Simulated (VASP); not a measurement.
Runs of VASP 6.6.1 on BiAs (CsCl type). The structure is that of space group Pm-3m (No. 221), or close to it. The cells are those of the table. 

| task | level | cell | cutoff (eV) | k mesh for the DOS | occupations for the DOS | gap on the mesh (eV) | pressure (GPa) |
| --- | --- | --- | --- | --- | --- | --- | --- |
| single point | PBEsol | a = 3.312 Å, 2 atoms | 520 | - | - | none | 38.7 |
| single point | PBEsol | a = 3.630 Å, 2 atoms | 520 | - | - | none | 0.0 |
| single point | PBEsol | a = 2.781 Å, 2 atoms | 520 | - | - | none | (a) |
| single point | PBEsol | a = 3.192 Å, 2 atoms | 520 | - | - | none | 69.8 |
| single point | PBEsol+D4 | a = 3.630 Å, 2 atoms | 520 | - | - | none | -2.0 |
| single point | PBEsol | a = 3.530 Å, 2 atoms | 520 | - | - | none | (b) |
| relaxation of cell and atoms | PBEsol | relaxed from a = 3.242 Å, 2 atoms | 600 | - | - | none | 0.0 |

Alike in all rows: potentials or basis VASP PAW PBE potentials, release 64 (Bi_d, As); no spin polarisation; k mesh 12 × 12 × 12; smearing fermi-dirac 0.08 eV.

Q: Fill in the values left out.

A: (a) 366.5; (b) 7.6.

Caveats: the PAW data sets were made with another functional, which shifts forces and pressure a little; spin-orbit coupling is left out, which moves the levels of the heavy elements; pairwise dispersion overbinds metals, which lowers pressure and volume (some runs).

A k mesh can miss the band edges, and the runs leave out spin-orbit coupling on As, Bi.

A gap of «none» marks levels without a gap at the run's occupations.
